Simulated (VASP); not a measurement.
Set up this calculation in VASP 6.6.1, as the native input.

* Task: single point
* Functional: PBEsol
* Potentials or basis: VASP PAW PBE potentials, release 64 (K_sv, Br)
* Cutoff: 520 eV
* k mesh: 6 × 6 × 6
* Occupations: gaussian, width 0.05 eV
* Spin: no spin polarisation
* Dipole correction: no
* Further INCAR settings: ALGO = Normal; EDIFF = 1e-06; NBANDS = 15

The structure of KBr lies in POSCAR:

```
KBr
1.0
    0.0000000000      3.0291000000      3.4242000000
    3.0291000000      0.0000000000      3.4242000000
    3.0291000000      3.0291000000      0.0000000000
K Br
1 1
Direct
    0.0000000000      0.0000000000      0.0000000000
    0.5000000000      0.5000000000      0.5000000000
```

This cell differs from its parent crystal: strain -0.080 along x and y, +0.040 along z.

The input as run:

INCAR

```
ALGO = Normal ; EDIFF = 1E-6
ENCUT = 520 ; GGA = PS
ISIF = 2 ; ISMEAR = 0
LASPH = True ; LCHARG = False
LREAL = False ; LWAVE = False
NBANDS = 15 ; NELM = 80
PREC = Accurate ; SIGMA = 0.05
```

KPOINTS

```
k-points
0
Gamma
  6 6 6
```

Potentials or basis: VASP PAW PBE potentials, release 64 (K_sv, Br).

Command:

```bash
$ cat potpaw_PBE.64/K_sv/POTCAR potpaw_PBE.64/Br/POTCAR > POTCAR
$ mpirun -np 1 vasp_std > vasp.out
```

It gave:

The pressure is 3.4 GPa. The band gap on the k mesh is 4.51 eV, direct.

Caveat: the cell differs from its parent crystal (strain -0.080 along x and y, +0.040 along z); the PAW data sets were made with another functional, which shifts forces and pressure a little.

Wall time 13 s on 1 thread of Intel(R) Xeon(R) 6975P-C (Granite Rapids) (shared host), peak memory 0.19 GiB.
